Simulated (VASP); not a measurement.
# BaTiO3 (P1) in VASP: a series of runs, part 2 of 2

VASP 6.6.1. Earlier steps stand in the parts before.

### 3 Single point, PBE

Input file INCAR:

```
  PREC = Accurate
  ENCUT = 520
  EDIFF = 1E-7
  ISMEAR = -1
  SIGMA = 0.05
  LREAL = F
  LASPH = T
  NELM = 80
  ALGO = Normal
  ISIF = 2
  LWAVE = F
  LCHARG = T
  GGA = PE
  LELF = T
  LVHAR = T
  NBANDS = 28
```

Input file KPOINTS:

```
Automatic mesh
0
Gamma
  7 7 7
```

Input file POSCAR:

```
BaTiO3
1.0
    3.9998000000      0.0000000000      0.0000000000
    0.0000000000      3.9998000000      0.0000000000
    0.0000000000      0.0000000000      4.0180000000
Ba Ti O
1 1 3
Direct
    0.9955672000      0.9906407400      0.0035034300
    0.5025366900      0.4919233700      0.4687657700
    0.4792189400      0.5143238900      0.0064065200
    0.5027309200      0.0032990000      0.5093824900
    0.0199462600      0.4998130000      0.5399418000
```

Potentials or basis: VASP PAW PBE potentials, release 64 (Ba_sv, Ti_sv, O).

Run with:

```console
$ cat potpaw_PBE.64/Ba_sv/POTCAR potpaw_PBE.64/Ti_sv/POTCAR potpaw_PBE.64/O/POTCAR > POTCAR
$ mpirun -np 1 vasp_std > vasp.out
```

OUTCAR:

```text
PREC = Accurate
   ENCUT = 520
   EDIFF = 1E-7
   ISMEAR = -1
   LREAL = F
   LASPH = T
   NELM = 80
   ISIF = 2
   GGA = PE

 ion  position               nearest neighbor table
   1  0.996  0.991  0.004-   5 2.71   3 2.72   5 2.76   4 2.80   3 2.81   4 2.83   4 2.84   3 2.85
                             4 2.87   5 2.92   3 2.94   5 2.97   2 3.37   2 3.38   2 3.40   2 3.41
   2  0.503  0.492  0.469-   3 1.86   5 1.95   4 1.96   4 2.05   5 2.09   3 2.16   1 3.37   1 3.38
                             1 3.40   1 3.41   1 3.53   1 3.54   1 3.56   1 3.57
   3  0.479  0.514  0.006-   2 1.86   2 2.16   1 2.72   1 2.81   1 2.85   1 2.94
   4  0.503  0.003  0.509-   2 1.96   2 2.05   1 2.80   1 2.83   1 2.84   1 2.87
   5  0.020  0.500  0.540-   2 1.95   2 2.09   1 2.71   1 2.76   1 2.92   1 2.97

  LATTYP: Found a simple tetragonal cell.
 ALAT       =     3.9998000000
 C/A-ratio  =     1.0045502275

  Lattice vectors:

 A1 = (   3.9998000000,   0.0000000000,   0.0000000000)
 A2 = (   0.0000000000,   3.9998000000,   0.0000000000)
 A3 = (   0.0000000000,   0.0000000000,   4.0180000000)

Analysis of symmetry for initial positions (statically):
=====================================================================
[... 182 lines left out ...]
 fundamental gap:      1.9538772977
 Fermi energy:         4.8171575391

 k-point     1 :       0.0000    0.0000    0.0000
  band No.  band energies     occupation
      1     -52.6869      2.00000
      2     -28.9447      2.00000
      3     -28.9066      2.00000
      4     -28.9048      2.00000
      5     -21.0162      2.00000
      6     -13.0844      2.00000
[... 733 lines left out ...]
     27      11.9110      0.00000
     28      13.4035      0.00000

 [... further k-points ...]

------------------------ aborting loop because EDIFF is reached ----------------------------------------

  FORCE on cell =-STRESS in cart. coord.  units (eV):
  Direction    XX          YY          ZZ          XY          YZ          ZX
  --------------------------------------------------------------------------------------
  -------------------------------------------------------------------------------------
  Total        1.6286156      1.9596158      2.3430741     -0.0502811      0.2479472      0.0297665
  in kB       40.5922081     48.8421786     58.3996346     -1.2532238      6.1799273      0.7419114
  external PRESSURE =      49.2780071 kB  Pullay stress =       0.0000000 kB

 VOLUME and BASIS-vectors are now :
 -----------------------------------------------------------------------------
  energy-cutoff  :      520.00
  volume of cell :       64.28
      direct lattice vectors                 reciprocal lattice vectors
     3.999800000  0.000000000  0.000000000     0.250012501  0.000000000  0.000000000
     0.000000000  3.999800000  0.000000000     0.000000000  0.250012501  0.000000000
     0.000000000  0.000000000  4.018000000     0.000000000  0.000000000  0.248880040

 POSITION                                       TOTAL-FORCE (eV/Angst)
 -----------------------------------------------------------------------------------
      3.98207      3.96236      0.01408         0.154618      0.239673     -0.309333
      2.01005      1.96760      1.88350        -0.501413     -0.099319      0.648253
      1.91678      2.05719      0.02574         0.815487     -0.344771      0.939393
      2.01082      0.01320      2.04670         0.330867      0.240531     -0.317270
      0.07978      1.99915      2.16949        -0.799559     -0.036115     -0.961044
 -----------------------------------------------------------------------------------
    total drift:                                0.000498      0.000047      0.000454

  FREE ENERGIE OF THE ION-ELECTRON SYSTEM (eV)
  ---------------------------------------------------
  free  energy   TOTEN  =       -39.8071205394 eV

  energy  without entropy=      -39.8071205390  energy(sigma->0) =      -39.80712054
```

OSZICAR:

```text
N       E                     dE             d eps       ncg     rms          rms(c)
DAV:   1     0.439925360568E+03    0.43993E+03   -0.20962E+04  9632   0.155E+03
DAV:   2    -0.295065756391E+01   -0.44288E+03   -0.42075E+03 10996   0.429E+02
DAV:   3    -0.483736773414E+02   -0.45423E+02   -0.44944E+02 13292   0.136E+02
DAV:   4    -0.506045358545E+02   -0.22309E+01   -0.22260E+01 14744   0.256E+01
DAV:   5    -0.506696057330E+02   -0.65070E-01   -0.65059E-01 12820   0.344E+00    0.232E+01
DAV:   6    -0.400546083774E+02    0.10615E+02   -0.56996E+01 14568   0.679E+01    0.103E+01
DAV:   7    -0.400064399914E+02    0.48168E-01   -0.11625E+01 13172   0.251E+01    0.706E+00
DAV:   8    -0.398079989309E+02    0.19844E+00   -0.61510E-01 11904   0.717E+00    0.378E+00
DAV:   9    -0.398421494659E+02   -0.34151E-01   -0.44281E-01 14156   0.587E+00    0.175E+00
DAV:  10    -0.398112853101E+02    0.30864E-01   -0.18488E-01 11552   0.426E+00    0.566E-01
DAV:  11    -0.398073471334E+02    0.39382E-02   -0.14994E-02 13312   0.825E-01    0.167E-01
DAV:  12    -0.398071364011E+02    0.21073E-03   -0.12785E-03 10928   0.233E-01    0.422E-02
DAV:  13    -0.398071235171E+02    0.12884E-04   -0.10909E-04 13292   0.964E-02    0.234E-02
DAV:  14    -0.398071230818E+02    0.43534E-06   -0.35423E-05 13120   0.470E-02    0.176E-02
DAV:  15    -0.398071211133E+02    0.19685E-05   -0.25573E-05 13716   0.471E-02    0.710E-03
DAV:  16    -0.398071205687E+02    0.54462E-06   -0.25577E-06 11860   0.154E-02    0.872E-04
DAV:  17    -0.398071205394E+02    0.29289E-07   -0.17154E-07  9772   0.337E-03
   1 F= -.39807121E+02 E0= -.39807121E+02  d E =-.332765E-09
```

It took 5.2 min on 1 thread of AMD EPYC 7R43 (Zen 3), shared host; peak memory 0.36 GiB.

What came out:

```
Free energy            : -39.8071 eV
Pressure               : 4.9 GPa
Largest force          : 1.291 eV/Å
Band gap on the k mesh : 1.95 eV (least direct gap 2.21 eV)
```

Forces on the atoms (eV/Å):
```
Ba   0.155  0.240 -0.309
Ti  -0.501 -0.099  0.648
O    0.815 -0.345  0.939
O    0.331  0.241 -0.317
O   -0.800 -0.036 -0.961
```

Levels at points of the mesh, in eV from the valence-band top:
| k point | band 16 | band 17 | band 18 | band 19 | band 20 | band 21 | band 22 | band 23 | band 24 | band 25 |
| --- | --- | --- | --- | --- | --- | --- | --- | --- | --- | --- |
| (0.00, 0.00, 0.00) | -1.29 | -1.14 | -0.46 | -0.34 | -0.26 | 1.95 | 2.34 | 2.64 | 4.16 | 4.37 |

Caveat: the cell stands under pressure; spin-orbit coupling is left out, which moves the levels of the heavy elements; an odd mesh through Γ misses points on the zone boundary, where band edges can lie; forces of over 1 eV/Å act on the atoms, so gaps and moduli don't describe the material at rest.
